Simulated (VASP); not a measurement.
# Sn2PbS3 (Cmcm) in VASP: a series of runs, part 2 of 2

VASP 6.6.1. The steps go on from the part before.

## (3) Single point, PBE

This run uses another cell than the first one, of 26.33 Å³/atom.

The input, INCAR:

```
SYSTEM = Sn2PbS3
  PREC = Accurate
  ENCUT = 520
  EDIFF = 1E-6
  ISMEAR = 0
  SIGMA = 0.1
  LREAL = .False.
  LASPH = .True.
  NELM = 80
  ALGO = Normal
  ISIF = 2
  LWAVE = .False.
  LCHARG = .False.
  GGA = PE
  NBANDS = 72
```

The input, KPOINTS:

```
Automatic mesh
0
Gamma
  4 4 2
  0 0 0
```

The input, POSCAR:

```
Sn2PbS3
1.0
    2.1139183600     -5.8504781100      0.0000000000
    2.1139183600      5.8504781100      0.0000000000
    0.0000000000      0.0000000000     12.7721855200
Sn Pb S
4 2 6
Direct
    0.3800000000      0.6200000000      0.5833333300
    0.3800000000      0.6200000000      0.9166666700
    0.6200000000      0.3800000000      0.4166666700
    0.6200000000      0.3800000000      0.0833333300
    0.3800000000      0.6200000000      0.2500000000
    0.6200000000      0.3800000000      0.7500000000
    0.1510000100      0.8489999900      0.2500000000
    0.1510000100      0.8489999900      0.5833333300
    0.1510000100      0.8489999900      0.9166666700
    0.8489999900      0.1510000100      0.4166666700
    0.8489999900      0.1510000100      0.7500000000
    0.8489999900      0.1510000100      0.0833333300
```

Potentials or basis: VASP PAW PBE potentials, release 64 (Sn_d, Pb_d, S).

Started as:

```bash
$ cat potpaw_PBE.64/Sn_d/POTCAR potpaw_PBE.64/Pb_d/POTCAR potpaw_PBE.64/S/POTCAR > POTCAR
$ mpirun -np 1 vasp_std > vasp.out
```

OUTCAR:

```text
SYSTEM = Sn2PbS3
   PREC = Accurate
   ENCUT = 520
   EDIFF = 1E-6
   ISMEAR = 0
   LREAL = .False.
   LASPH = .True.
   NELM = 80
   ISIF = 2
   GGA = PE

 ion  position               nearest neighbor table
   1  0.380  0.620  0.583-   8 2.68  10 3.02  10 3.02  11 3.02  11 3.02   3 3.52   6 3.52
   2  0.380  0.620  0.917-   9 2.68  12 3.02  12 3.02  11 3.02  11 3.02   4 3.52   6 3.52
   3  0.620  0.380  0.417-  10 2.68   8 3.02   8 3.02   7 3.02   7 3.02   1 3.52   5 3.52
   4  0.620  0.380  0.083-  12 2.68   9 3.02   9 3.02   7 3.02   7 3.02   2 3.52   5 3.52
   5  0.380  0.620  0.250-   7 2.68  12 3.02  10 3.02  10 3.02  12 3.02   4 3.52   3 3.52
   6  0.620  0.380  0.750-  11 2.68   9 3.02   8 3.02   8 3.02   9 3.02   2 3.52   1 3.52
   7  0.151  0.849  0.250-   5 2.68   4 3.02   3 3.02   3 3.02   4 3.02
   8  0.151  0.849  0.583-   1 2.68   3 3.02   3 3.02   6 3.02   6 3.02
   9  0.151  0.849  0.917-   2 2.68   4 3.02   4 3.02   6 3.02   6 3.02
  10  0.849  0.151  0.417-   3 2.68   1 3.02   1 3.02   5 3.02   5 3.02
  11  0.849  0.151  0.750-   6 2.68   2 3.02   1 3.02   1 3.02   2 3.02
  12  0.849  0.151  0.083-   4 2.68   2 3.02   2 3.02   5 3.02   5 3.02

  LATTYP: Found a base centered orthorhombic cell.
 ALAT       =     4.2278367200
[... 1253 lines left out ...]

  FORCE on cell =-STRESS in cart. coord.  units (eV):
  Direction    XX          YY          ZZ          XY          YZ          ZX
  --------------------------------------------------------------------------------------
  -------------------------------------------------------------------------------------
  Total       -6.4986777     -3.1096353     -5.6627869      0.0000000      0.0000000      0.0000000
  in kB      -32.9579961    -15.7704927    -28.7187819      0.0000000      0.0000000      0.0000000
  external PRESSURE =     -25.8157569 kB  Pullay stress =       0.0000000 kB

 VOLUME and BASIS-vectors are now :
 -----------------------------------------------------------------------------
  energy-cutoff  :      520.00
  volume of cell :      315.92
      direct lattice vectors                 reciprocal lattice vectors
     2.113918360 -5.850478110  0.000000000     0.236527583 -0.085463101  0.000000000
     2.113918360  5.850478110  0.000000000     0.236527583  0.085463101  0.000000000
     0.000000000  0.000000000 12.772185520     0.000000000  0.000000000  0.078295136

 POSITION                                       TOTAL-FORCE (eV/Angst)
 -----------------------------------------------------------------------------------
      2.11392      1.40411      7.45044         0.000000      0.821415     -0.083075
      2.11392      1.40411     11.70784         0.000000      0.821415      0.083075
      2.11392     -1.40411      5.32174         0.000000     -0.821415      0.083075
      2.11392     -1.40411      1.06435         0.000000     -0.821415     -0.083075
      2.11392      1.40411      3.19305         0.000000      0.158173      0.000000
      2.11392     -1.40411      9.57914         0.000000     -0.158173      0.000000
      2.11392      4.08363      3.19305         0.000000      0.396057     -0.000000
      2.11392      4.08363      7.45044         0.000000     -0.287565     -0.289865
      2.11392      4.08363     11.70784         0.000000     -0.287565      0.289865
      2.11392     -4.08363      5.32174         0.000000      0.287565      0.289865
      2.11392     -4.08363      9.57914         0.000000     -0.396057      0.000000
      2.11392     -4.08363      1.06435         0.000000      0.287565     -0.289865
 -----------------------------------------------------------------------------------
    total drift:                                0.000000      0.000000     -0.000000

  FREE ENERGIE OF THE ION-ELECTRON SYSTEM (eV)
  ---------------------------------------------------
  free  energy   TOTEN  =       -52.3525140410 eV

  energy  without entropy=      -52.3525139967  energy(sigma->0) =      -52.35251402
```

OSZICAR:

```text
N       E                     dE             d eps       ncg     rms          rms(c)
DAV:   1     0.151959305235E+04    0.15196E+04   -0.53425E+04  2120   0.206E+03
DAV:   2     0.257010511558E+03   -0.12626E+04   -0.12303E+04  2016   0.631E+02
DAV:   3    -0.250346116516E+02   -0.28205E+03   -0.27095E+03  2376   0.252E+02
DAV:   4    -0.536830156499E+02   -0.28648E+02   -0.28080E+02  2432   0.757E+01
DAV:   5    -0.550870251159E+02   -0.14040E+01   -0.13972E+01  2888   0.184E+01    0.114E+01
DAV:   6    -0.522836881316E+02    0.28033E+01   -0.71967E+00  2688   0.108E+01    0.763E+00
DAV:   7    -0.523554391180E+02   -0.71751E-01   -0.18370E+00  2664   0.380E+00    0.407E+00
DAV:   8    -0.523583972970E+02   -0.29582E-02   -0.21908E-01  2704   0.245E+00    0.492E-01
DAV:   9    -0.523514106873E+02    0.69866E-02   -0.43903E-02  2728   0.975E-01    0.213E-01
DAV:  10    -0.523521735482E+02   -0.76286E-03   -0.42770E-03  2600   0.237E-01    0.172E-01
DAV:  11    -0.523525399245E+02   -0.36638E-03   -0.11344E-03  2728   0.149E-01    0.338E-02
DAV:  12    -0.523525113599E+02    0.28565E-04   -0.11965E-04  2664   0.468E-02    0.193E-02
DAV:  13    -0.523525143166E+02   -0.29567E-05   -0.27578E-05  2272   0.178E-02    0.772E-03
DAV:  14    -0.523525140410E+02    0.27563E-06   -0.23246E-06  1744   0.734E-03
   1 F= -.52352514E+02 E0= -.52352514E+02  d E =-.442705E-07
```

stdout:

```text
POSCAR found type information on POSCAR SnPbS
 POSCAR found :  3 types and      12 ions
 scaLAPACK will be used
 LDA part: xc-table for (Slater+PW92), standard interpolation
 POSCAR, INCAR and KPOINTS ok, starting setup
 FFT: planning ... GRIDC
 FFT: planning ... GRID_SOFT
 FFT: planning ... GRID
 WAVECAR not read
 entering main loop
```

Run time: 11 min. Hardware: 1 thread of Intel Xeon 8259CL, shared host; peak memory 0.62 GiB.

Results:

```
Free energy            : -52.3525 eV
Pressure               : -2.6 GPa
Largest force          : 0.826 eV/Å
Band gap on the k mesh : 0.67 eV
```

Forces in eV/Å, atoms in the order of the input:
```
Sn   0.000  0.821 -0.083
Sn   0.000  0.821  0.083
Sn   0.000 -0.821  0.083
Sn   0.000 -0.821 -0.083
Pb   0.000  0.158  0.000
Pb   0.000 -0.158  0.000
S    0.000  0.396  0.000
S    0.000 -0.288 -0.290
S    0.000 -0.288  0.290
S    0.000  0.288  0.290
S    0.000 -0.396  0.000
S    0.000  0.288 -0.290
```

Stress tensor (GPa, compression positive):
```
-3.30  0.00  0.00
 0.00 -1.58  0.00
 0.00  0.00 -2.87
```

Caveat: spin-orbit coupling is left out, which moves the levels of the heavy elements.
